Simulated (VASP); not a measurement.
Wanted: the native input for a VASP 6.6.1 run.

- Task: single point
- Functional: r2SCAN
- Potentials or basis: VASP PAW PBE potentials, release 64 (Hf_pv, O)
- Cutoff: 520 eV
- k mesh: 8 × 8 × 8
- Occupations: fermi-dirac, width 0.01 eV
- Spin: no spin polarisation
- Dipole correction: no
- Further INCAR settings: ALGO = Normal; EDIFF = 1e-06; NBANDS = 18

Crystal: HfO2.

```xyz
3
Lattice="0.0000 2.5142 2.5142 2.5142 0.0000 2.5142 2.5142 2.5142 0.0000" Properties=species:S:1:pos:R:3 pbc="T T T"
Hf    0.0000    0.0000    0.0000
O     1.2571    1.2571    1.2571
O     3.7713    3.7713    3.7713
```

One way to write it, as run:

POSCAR

```
HfO2
1.0
    0.0000000000      2.5142032942      2.5142032942
    2.5142032942      0.0000000000      2.5142032942
    2.5142032942      2.5142032942      0.0000000000
Hf O
1 2
Direct
    0.0000000000      0.0000000000      0.0000000000
    0.2500000000      0.2500000000      0.2500000000
    0.7500000000      0.7500000000      0.7500000000
```

INCAR.step1

```
  ALGO = Normal
  EDIFF = 1E-4
  ENCUT = 520
  GGA = PE
  ISMEAR = -1
  LASPH = True
  LCHARG = False
  LREAL = False
  LWAVE = True
  NBANDS = 18
  NELM = 60
  PREC = Accurate
  SIGMA = 0.01
```

INCAR.step2

```
  ALGO = Normal
  EDIFF = 1E-6
  ENCUT = 520
  ISIF = 2
  ISMEAR = -1
  ISTART = 1
  LASPH = True
  LCHARG = True
  LELF = True
  LMIXTAU = True
  LREAL = False
  LVHAR = True
  LWAVE = False
  METAGGA = R2SCAN
  NBANDS = 18
  NELM = 60
  PREC = Accurate
  SIGMA = 0.01
```

KPOINTS

```
k-points
0
Gamma
  8 8 8
```

Potentials or basis: VASP PAW PBE potentials, release 64 (Hf_pv, O).

Run with:

```console
$ cat potpaw_PBE.64/Hf_pv/POTCAR potpaw_PBE.64/O/POTCAR > POTCAR
$ cp INCAR.step1 INCAR
$ mpirun -np 1 vasp_std > vasp.out
$ cp INCAR.step2 INCAR
$ mpirun -np 1 vasp_std > vasp.out
```

It gave:

```yaml
Pressure: 0.9 GPa
Band_gap_on_the_k_mesh: 4.37 eV
```

Caveat: the PAW data sets were made with another functional, which shifts forces and pressure a little; spin-orbit coupling is left out, which moves the levels of the heavy elements.

Run time: 56 s on 1 thread of Intel(R) Xeon(R) Platinum 8375C CPU @ 2.90GHz (Ice Lake), with other jobs on the host, peak memory 0.17 GiB.
